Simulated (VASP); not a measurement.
**TiC (rocksalt type): single point with LDA**

TiC (rocksalt type):

```xyz
2
Lattice="0.0000 2.1304 2.1304 2.1304 0.0000 2.1304 2.1304 2.1304 0.0000" Properties=species:S:1:pos:R:3 pbc="T T T"
Ti    0.0000    0.0000    0.0000
C     2.1304    2.1304    2.1304
```

```json
{
 "Program": "VASP 6.6.1",
 "Task": "single point",
 "Functional": "LDA",
 "Potentials or basis": "VASP PAW LDA potentials, release 64 (Ti_sv, C)",
 "Cutoff": "520 eV",
 "k mesh": "17 × 17 × 17",
 "Occupations": "fermi-dirac, width 0.08 eV",
 "Spin": "no spin polarisation",
 "Dipole correction": "no",
 "Further INCAR settings": "ALGO = Normal; EDIFF = 1e-06; NBANDS = 15"
}
```

```json
{
 "Pressure": "0.7 GPa",
 "Band gap on the k mesh": "zero (bands 8 and 9 overlap by 1.06 eV)"
}
```

Levels at points of the mesh, in eV from the Fermi level:
```
           k point  band 5  band 6  band 7  band 8  band 9  band 10  band 11  band 12
(0.00, 0.00, 0.00)  -12.42    0.66    0.66    0.66    1.76     1.76     1.76     1.83
```

Wall time 37 s on 1 thread of Intel Xeon 8259CL, on a shared host, peak memory 0.16 GiB.
